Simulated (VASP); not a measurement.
# Si7Ge (P-42m) in VASP: further runs

Runs on Si7Ge. Level: PBEsol. Tasks: single point.

All numbers are computed with VASP 6.6.1; they aren't measurements. Logs are shortened: lines on timing, memory, paths and dates and some standing lists are left out, and cuts for length are marked.

## (1) The cell of the first run

Symmetry: P-42m, No. 111, tetragonal system. The conventional cell has a = 5.241 Å, b = 5.241 Å, c = 5.590 Å, α = 90.00°, β = 90.00°, γ = 90.00°. Si (site symmetry m) has 3 Si at 2.31 Å and 1 Ge at 2.35 Å within 3.1 Å. Si (site symmetry 222) has 4 Si at 2.31 Å within 3.1 Å. Si (site symmetry -42m) has 4 Si at 2.31 Å within 3.1 Å. Ge (site symmetry -42m) has 4 Si at 2.35 Å within 3.1 Å.

## (2) Single point, PBEsol (biaxial strain in the a-b plane: -4.0 %)

File INCAR:

```
SYSTEM = Si7Ge
  PREC = Accurate
  ENCUT = 520
  EDIFF = 1E-7
  ISMEAR = 0
  SIGMA = 0.01
  LREAL = .False.
  LASPH = .True.
  NELM = 80
  ALGO = Normal
  ISIF = 2
  LWAVE = .False.
  LCHARG = .False.
  GGA = PS
  NBANDS = 31
```

File KPOINTS:

```
regular mesh
0
Gamma
  8 8 8
  0 0 0
```

File POSCAR:

```
Si7Ge
1.0
    5.2408097408      0.0000000000      0.0000000000
    0.0000000000      5.2408097408      0.0000000000
    0.0000000000      0.0000000000      5.5901970568
Si Ge
7 1
Direct
    0.2526629666      0.2526629666      0.2525034292
    0.0000000000      0.5000000000      0.5000000000
    0.5000000000      0.5000000000      0.0000000000
    0.5000000000      0.0000000000      0.5000000000
    0.7473370334      0.2526629666      0.7474965708
    0.7473370334      0.7473370334      0.2525034292
    0.2526629666      0.7473370334      0.7474965708
    0.0000000000      0.0000000000      0.0000000000
```

Potentials or basis: VASP PAW PBE potentials, release 64 (Si, Ge_d).

The run is started by

```bash
cat potpaw_PBE.64/Si/POTCAR potpaw_PBE.64/Ge_d/POTCAR > POTCAR
mpirun -np 1 vasp_std > vasp.out
```

OUTCAR:

```text
SYSTEM = Si7Ge
   PREC = Accurate
   ENCUT = 520
   EDIFF = 1E-7
   ISMEAR = 0
   LREAL = .False.
   LASPH = .True.
   NELM = 80
   ISIF = 2
   GGA = PS

 ion  position               nearest neighbor table
   1  0.253  0.253  0.253-   2 2.31   4 2.31   3 2.31   8 2.35
   2  0.000  0.500  0.500-   1 2.31   5 2.31   6 2.31   7 2.31
   3  0.500  0.500  0.000-   1 2.31   5 2.31   6 2.31   7 2.31
   4  0.500  0.000  0.500-   1 2.31   5 2.31   6 2.31   7 2.31
   5  0.747  0.253  0.747-   2 2.31   4 2.31   3 2.31   8 2.35
   6  0.747  0.747  0.253-   2 2.31   4 2.31   3 2.31   8 2.35
   7  0.253  0.747  0.747-   2 2.31   4 2.31   3 2.31   8 2.35
   8  0.000  0.000  0.000-   1 2.35   5 2.35   6 2.35   7 2.35

  LATTYP: Found a simple tetragonal cell.
 ALAT       =     5.2408097408
 C/A-ratio  =     1.0666666667

  Lattice vectors:

 A1 = (   5.2408097408,   0.0000000000,   0.0000000000)
 A2 = (   0.0000000000,   5.2408097408,   0.0000000000)
 A3 = (   0.0000000000,   0.0000000000,   5.5901970568)

Analysis of symmetry for initial positions (statically):
=====================================================================
 Subroutine PRICEL returns:
 Original cell was already a primitive cell.

 Routine SETGRP: Setting up the symmetry group for a
 simple tetragonal supercell.

 Subroutine GETGRP returns: Found  8 space group operations
 (whereof  8 operations were pure point group operations)
 out of a pool of 16 trial point group operations.

The static configuration has the point symmetry D_2d.

Analysis of symmetry for dynamics (positions and initial velocities):
=====================================================================
 Subroutine PRICEL returns:
 Original cell was already a primitive cell.

 Routine SETGRP: Setting up the symmetry group for a
 simple tetragonal supercell.

 Subroutine GETGRP returns: Found  8 space group operations
 (whereof  8 operations were pure point group operations)
 out of a pool of 16 trial point group operations.

The dynamic configuration has the point symmetry D_2d.

 Subroutine INISYM returns: Found  8 space group operations
 (whereof  8 operations are pure point group operations),
 and found     1 'primitive' translations

----------------------------------------------------------------------------------------

                                     Primitive cell
[... 102 lines left out ...]
   NELM   =     80;   NELMIN=  2; NELMDL= -5     # of ELM steps
   EDIFF  = 0.1E-06   stopping-criterion for ELM
   LREAL  =      F    real-space projection
   EDIFFG = 0.1E-05   stopping-criterion for IOM
   NSW    =      0    number of steps for IOM
   IBRION =     -1    ionic relax: 0-MD 1-quasi-New 2-CG
   NFREE  =      0    steps in history (QN), initial steepest desc. (CG)
   ISIF   =      2    stress and relaxation
   ISYM   =      2    0-nonsym 1-usesym 2-fastsym
   POTIM  = 0.5000    time-step for ionic-motion
   TEBEG  =    0.0;   TEEND  =   0.0 temperature during run
   PSTRESS=    0.0 pullay stress
   NELECT =      42.0000    total number of electrons
   NUPDOWN=      -1.0000    fix difference up-down
   EMIN   =  10.00;   EMAX   =-10.00  energy-range for DOS
   EFERMI =   0.00;   METHOD = LEGACY
   ISMEAR =     0;   SIGMA  =   0.01  broadening in eV -4-tet -1-fermi 0-gaus
   EFERMI_NEDOS =   21; number of points for ismear=-14 and -15
   IALGO  =     38    algorithm
   IMIX   =      4    mixing-type and parameters
     AMIX     =   0.40;   BMIX     =  1.00
     AMIX_MAG =   1.60;   BMIX_MAG =  1.00
  volume/ion in A,a.u.               =      19.19       129.52
  Fermi-wavevector in a.u.,A,eV,Ry     =   1.062715  2.008239 15.365906  1.129362
  Thomas-Fermi vector in A             =   2.198175
   LORBIT       =      0    0 simple, 1 ext, 2 COOP (PROOUT), +10 PAW based schemes
   GGA     = PS    functional components
   LHFCALC =     F    Hartree Fock is set to
   AEXX    =    0.0000 exact exchange contribution
   IVDW    =     0    specifies the selected vdW correction
   LEPSILON=     F    determine dielectric tensor
   LRPA    =     F    only Hartree local field effects (RPA)
 non-spin polarized calculation
 Gauss-broadening in eV      SIGMA  =   0.01
  energy-cutoff  :      520.00
  volume of cell :      153.54
 maximum number of plane-waves:      4180
 NGX is ok and might be reduce to    40
   NGX = 19   NGY = 19   NGZ = 21

 number of electron      42.0000014 magnetization

 Free energy of the ion-electron system (eV)
  ---------------------------------------------------
  ext. energy  EPLUGINS =         0.00000000
  ---------------------------------------------------
  free energy    TOTEN  =       -44.83150738 eV

  energy without entropy =      -44.83141345  energy(sigma->0) =      -44.83146041

 E-fermi :   6.3935     XC(G=0):  -9.8743

 val. band max:        6.3884520902   @ k =   0.1250   0.1250   0.0000
 cond. band min:       6.3959350837   @ k =   0.0000   0.0000   0.0000
 fundamental gap:      0.0074829935
 Fermi energy:         6.3934524873

 k-point     1 :       0.0000    0.0000    0.0000
  band No.  band energies     occupation
      1     -17.9019      2.00000
      2     -17.9019      2.00000
      3     -17.9015      2.00000
      4     -17.8731      2.00000
      5     -17.8685      2.00000
      6      -6.2597      2.00000
[... 805 lines left out ...]
     30      11.0020      0.00000
     31      11.0707      0.00000

 [... further k-points ...]
[... 5 lines left out ...]
  --------------------------------------------------------------------------------------
  -------------------------------------------------------------------------------------
  Total        7.7045630      7.7045630      1.4224073      0.0000000      0.0000000      0.0000000
  in kB       80.3960459     80.3960459     14.8426230      0.0000000      0.0000000      0.0000000
  external PRESSURE =      58.5449050 kB  Pullay stress =       0.0000000 kB

 VOLUME and BASIS-vectors are now :
 -----------------------------------------------------------------------------
  energy-cutoff  :      520.00
  volume of cell :      153.54
      direct lattice vectors                 reciprocal lattice vectors
     5.240809741  0.000000000  0.000000000     0.190810209  0.000000000  0.000000000
     0.000000000  5.240809741  0.000000000     0.000000000  0.190810209  0.000000000
     0.000000000  0.000000000  5.590197057     0.000000000  0.000000000  0.178884571

 POSITION                                       TOTAL-FORCE (eV/Angst)
 -----------------------------------------------------------------------------------
      1.32416      1.32416      1.41154         0.003248      0.003248     -0.011330
      0.00000      2.62040      2.79510         0.000000      0.000000      0.000000
      2.62040      2.62040      0.00000         0.000000      0.000000      0.000000
      2.62040      0.00000      2.79510         0.000000      0.000000      0.000000
      3.91665      1.32416      4.17865        -0.003248      0.003248      0.011330
      3.91665      3.91665      1.41154        -0.003248     -0.003248     -0.011330
      1.32416      3.91665      4.17865         0.003248     -0.003248      0.011330
      0.00000      0.00000      0.00000         0.000000      0.000000      0.000000
 -----------------------------------------------------------------------------------
    total drift:                               -0.000000     -0.000000      0.000000

  FREE ENERGIE OF THE ION-ELECTRON SYSTEM (eV)
  ---------------------------------------------------
  free  energy   TOTEN  =       -44.8315073821 eV

  energy  without entropy=      -44.8314134468  energy(sigma->0) =      -44.83146041
```

Run time: 5.8 min. Hardware: 1 thread of Intel Xeon Platinum 8259CL at 2.50GHz (Skylake/Cascade Lake), shared host; peak memory 0.43 GiB.

What came out:

```yaml
Free_energy: -44.8315 eV
Pressure: 5.9 GPa
Largest_force: 0.012 eV/Å
Band_gap_on_the_k_mesh: zero (filled and empty bands touch)
```

Forces in eV/Å, atoms in the order of the input:
```
Si   0.003  0.003 -0.011
Si   0.000  0.000  0.000
Si   0.000  0.000  0.000
Si   0.000  0.000  0.000
Si  -0.003  0.003  0.011
Si  -0.003 -0.003 -0.011
Si   0.003 -0.003  0.011
Ge   0.000  0.000  0.000
```

Caveat: the cell differs from its parent crystal (biaxial strain in the a-b plane: -4.0 %); the PAW data sets were made with another functional, which shifts forces and pressure a little.

## (3) Single point, PBEsol (biaxial strain in the a-b plane: -4.0 %, then relaxed in part)

File INCAR:

```
SYSTEM = Si7Ge
  PREC = Accurate
  ENCUT = 520
  EDIFF = 1E-7
  ISMEAR = 0
  SIGMA = 0.01
  LREAL = .FALSE.
  LASPH = .TRUE.
  NELM = 100
  ALGO = Normal
  ISIF = 2
  LWAVE = .FALSE.
  LCHARG = .FALSE.
  GGA = PS
  NBANDS = 31
```

File KPOINTS:

```
Automatic mesh
0
G
  8 8 8
  0 0 0
```

File POSCAR:

```
Si7Ge
1.0
    5.2408097408      0.0000000000      0.0000000000
    0.0000000000      5.2408097408      0.0000000000
    0.0000000000      0.0000000000      5.6313222875
Si Ge
7 1
Direct
    0.2527809142      0.2527809142      0.2524870696
    0.0000000000      0.5000000000      0.5000000000
    0.5000000000      0.5000000000      0.0000000000
    0.5000000000      0.0000000000      0.5000000000
    0.7472190858      0.2527809142      0.7475129304
    0.7472190858      0.7472190858      0.2524870696
    0.2527809142      0.7472190858      0.7475129304
    0.0000000000      0.0000000000      0.0000000000
```

Potentials or basis: VASP PAW PBE potentials, release 64 (Si, Ge_d).

The run is started by

```bash
cat potpaw_PBE.64/Si/POTCAR potpaw_PBE.64/Ge_d/POTCAR > POTCAR
mpirun -np 1 vasp_std > vasp.out
```

OUTCAR:

```text
SYSTEM = Si7Ge
   PREC = Accurate
   ENCUT = 520
   EDIFF = 1E-7
   ISMEAR = 0
   LREAL = .FALSE.
   LASPH = .TRUE.
   NELM = 100
   ISIF = 2
   GGA = PS

 ion  position               nearest neighbor table
   1  0.253  0.253  0.252-   2 2.32   4 2.32   3 2.32   8 2.35
   2  0.000  0.500  0.500-   1 2.32   5 2.32   6 2.32   7 2.32
   3  0.500  0.500  0.000-   1 2.32   5 2.32   6 2.32   7 2.32
   4  0.500  0.000  0.500-   1 2.32   5 2.32   6 2.32   7 2.32
   5  0.747  0.253  0.748-   2 2.32   4 2.32   3 2.32   8 2.35
   6  0.747  0.747  0.252-   2 2.32   4 2.32   3 2.32   8 2.35
   7  0.253  0.747  0.748-   2 2.32   4 2.32   3 2.32   8 2.35
   8  0.000  0.000  0.000-   1 2.35   5 2.35   6 2.35   7 2.35

  LATTYP: Found a simple tetragonal cell.
 ALAT       =     5.2408097408
 C/A-ratio  =     1.0745137805

  Lattice vectors:

 A1 = (   5.2408097408,   0.0000000000,   0.0000000000)
 A2 = (   0.0000000000,   5.2408097408,   0.0000000000)
 A3 = (   0.0000000000,   0.0000000000,   5.6313222875)

Analysis of symmetry for initial positions (statically):
=====================================================================
 Subroutine PRICEL returns:
 Original cell was already a primitive cell.

 Routine SETGRP: Setting up the symmetry group for a
 simple tetragonal supercell.

 Subroutine GETGRP returns: Found  8 space group operations
 (whereof  8 operations were pure point group operations)
 out of a pool of 16 trial point group operations.

The static configuration has the point symmetry D_2d.

Analysis of symmetry for dynamics (positions and initial velocities):
=====================================================================
 Subroutine PRICEL returns:
 Original cell was already a primitive cell.

 Routine SETGRP: Setting up the symmetry group for a
 simple tetragonal supercell.

[... 133 lines left out ...]
   IALGO  =     38    algorithm
   IMIX   =      4    mixing-type and parameters
     AMIX     =   0.40;   BMIX     =  1.00
     AMIX_MAG =   1.60;   BMIX_MAG =  1.00
  volume/ion in A,a.u.               =      19.33       130.47
  Fermi-wavevector in a.u.,A,eV,Ry     =   1.060121  2.003339 15.291004  1.123857
  Thomas-Fermi vector in A             =   2.195491
   LORBIT       =      0    0 simple, 1 ext, 2 COOP (PROOUT), +10 PAW based schemes
   GGA     = PS    functional components
   LHFCALC =     F    Hartree Fock is set to
   AEXX    =    0.0000 exact exchange contribution
   IVDW    =     0    specifies the selected vdW correction
   LEPSILON=     F    determine dielectric tensor
   LRPA    =     F    only Hartree local field effects (RPA)
 non-spin polarized calculation
 Gauss-broadening in eV      SIGMA  =   0.01
  energy-cutoff  :      520.00
  volume of cell :      154.67
 maximum number of plane-waves:      4205
 NGX is ok and might be reduce to    40
   NGX = 19   NGY = 19   NGZ = 21

 number of electron      42.0000010 magnetization

 Free energy of the ion-electron system (eV)
  ---------------------------------------------------
  ext. energy  EPLUGINS =         0.00000000
  ---------------------------------------------------
  free energy    TOTEN  =       -44.83715357 eV

  energy without entropy =      -44.83709390  energy(sigma->0) =      -44.83712373

 E-fermi :   6.3280     XC(G=0):  -9.8463

 val. band max:        6.3168592950   @ k =   0.1250   0.0000   0.0000
 cond. band min:       6.3333463610   @ k =   0.1250   0.1250   0.0000
 fundamental gap:      0.0164870660
 Fermi energy:         6.3279863131

 k-point     1 :       0.0000    0.0000    0.0000
  band No.  band energies     occupation
      1     -17.9728      2.00000
      2     -17.9728      2.00000
      3     -17.9727      2.00000
      4     -17.9453      2.00000
      5     -17.9399      2.00000
      6      -6.2825      2.00000
[... 805 lines left out ...]
     30      10.8690      0.00000
     31      10.9273      0.00000

 [... further k-points ...]
[... 5 lines left out ...]
  --------------------------------------------------------------------------------------
  -------------------------------------------------------------------------------------
  Total        7.1515027      7.1515027      0.0911703      0.0000000     -0.0000000      0.0000000
  in kB       74.0799564     74.0799564      0.9444020      0.0000000     -0.0000000      0.0000000
  external PRESSURE =      49.7014383 kB  Pullay stress =       0.0000000 kB

 VOLUME and BASIS-vectors are now :
 -----------------------------------------------------------------------------
  energy-cutoff  :      520.00
  volume of cell :      154.67
      direct lattice vectors                 reciprocal lattice vectors
     5.240809741  0.000000000  0.000000000     0.190810209  0.000000000  0.000000000
     0.000000000  5.240809741  0.000000000     0.000000000  0.190810209  0.000000000
     0.000000000  0.000000000  5.631322287     0.000000000  0.000000000  0.177578187

 POSITION                                       TOTAL-FORCE (eV/Angst)
 -----------------------------------------------------------------------------------
      1.32478      1.32478      1.42184        -0.005375     -0.005375     -0.005326
      0.00000      2.62040      2.81566         0.000000     -0.000000      0.000000
      2.62040      2.62040      0.00000         0.000000     -0.000000      0.000000
      2.62040      0.00000      2.81566         0.000000     -0.000000      0.000000
      3.91603      1.32478      4.20949         0.005375     -0.005375      0.005326
      3.91603      3.91603      1.42184         0.005375      0.005375     -0.005326
      1.32478      3.91603      4.20949        -0.005375      0.005375      0.005326
      0.00000      0.00000      0.00000         0.000000     -0.000000      0.000000
 -----------------------------------------------------------------------------------
    total drift:                               -0.000000     -0.000000     -0.000000

  FREE ENERGIE OF THE ION-ELECTRON SYSTEM (eV)
  ---------------------------------------------------
  free  energy   TOTEN  =       -44.8371535739 eV

  energy  without entropy=      -44.8370938958  energy(sigma->0) =      -44.83712373
```

OSZICAR:

```text
N       E                     dE             d eps       ncg     rms          rms(c)
DAV:   1     0.226195140839E+03    0.22620E+03   -0.17506E+04  6079   0.174E+03
DAV:   2    -0.116850904240E+02   -0.23788E+03   -0.22329E+03  5221   0.497E+02
DAV:   3    -0.442971350511E+02   -0.32612E+02   -0.32024E+02  5580   0.102E+02
DAV:   4    -0.457708550302E+02   -0.14737E+01   -0.14715E+01  6116   0.246E+01
DAV:   5    -0.458072574553E+02   -0.36402E-01   -0.36400E-01  5719   0.392E+00    0.101E+01
DAV:   6    -0.451318697012E+02    0.67539E+00   -0.32786E-01  5558   0.258E+00    0.606E+00
DAV:   7    -0.448350459492E+02    0.29682E+00   -0.60596E-01  5151   0.323E+00    0.414E-01
DAV:   8    -0.448366856516E+02   -0.16397E-02   -0.46068E-02  6008   0.162E+00    0.185E-01
DAV:   9    -0.448370514178E+02   -0.36577E-03   -0.21432E-03  6080   0.344E-01    0.122E-01
DAV:  10    -0.448371346447E+02   -0.83227E-04   -0.32471E-04  5471   0.816E-02    0.477E-02
DAV:  11    -0.448371533471E+02   -0.18702E-04   -0.48435E-05  5647   0.396E-02    0.536E-03
DAV:  12    -0.448371536121E+02   -0.26495E-06   -0.26533E-06  6146   0.947E-03    0.375E-03
DAV:  13    -0.448371535739E+02    0.38213E-07   -0.39010E-07  5571   0.329E-03
   1 F= -.44837154E+02 E0= -.44837124E+02  d E =-.596780E-04
```

Run time: 5.6 min. Hardware: 1 thread of Intel Xeon Platinum 8259CL at 2.50GHz (Skylake/Cascade Lake), shared host; peak memory 0.43 GiB.

What came out:

```yaml
Free_energy: -44.8372 eV
Pressure: 5.0 GPa
Largest_force: 0.009 eV/Å
Band_gap_on_the_k_mesh: zero (band 21 reaches 6.33 eV, above the bottom of band 22 at 6.32 eV)
```

Forces on the atoms (eV/Å):
```
Si  -0.005 -0.005 -0.005
Si   0.000  0.000  0.000
Si   0.000  0.000  0.000
Si   0.000  0.000  0.000
Si   0.005 -0.005  0.005
Si   0.005  0.005 -0.005
Si  -0.005  0.005  0.005
Ge   0.000  0.000  0.000
```

Levels at points of the mesh, in eV from the Fermi level:
| k point | band 18 | band 19 | band 20 | band 21 | band 22 | band 23 | band 24 | band 25 |
| --- | --- | --- | --- | --- | --- | --- | --- | --- |
| (0.00, 0.00, 0.00) | -2.79 | -0.52 | -0.07 | 0.01 | 0.01 | 0.27 | 0.27 | 0.31 |
| (0.50, 0.00, 0.00) | -2.43 | -2.36 | -2.23 | -2.16 | 0.56 | 0.74 | 2.88 | 2.93 |
| (0.50, 0.50, 0.00) | -1.27 | -1.15 | -1.08 | -1.08 | 2.60 | 2.60 | 2.72 | 2.87 |
| (0.00, 0.00, 0.50) | -1.91 | -1.91 | -1.79 | -1.79 | 1.13 | 1.32 | 2.81 | 2.85 |
| (0.50, 0.00, 0.50) | -1.90 | -1.77 | -1.73 | -1.71 | 1.90 | 1.91 | 2.00 | 2.16 |
| (0.50, 0.50, 0.50) | -1.15 | -1.09 | -0.95 | -0.95 | 0.82 | 1.13 | 1.27 | 1.27 |

Caveat: the cell differs from its parent crystal (biaxial strain in the a-b plane: -4.0 %, then relaxed in part); the PAW data sets were made with another functional, which shifts forces and pressure a little.

[end of part 1 of 2]
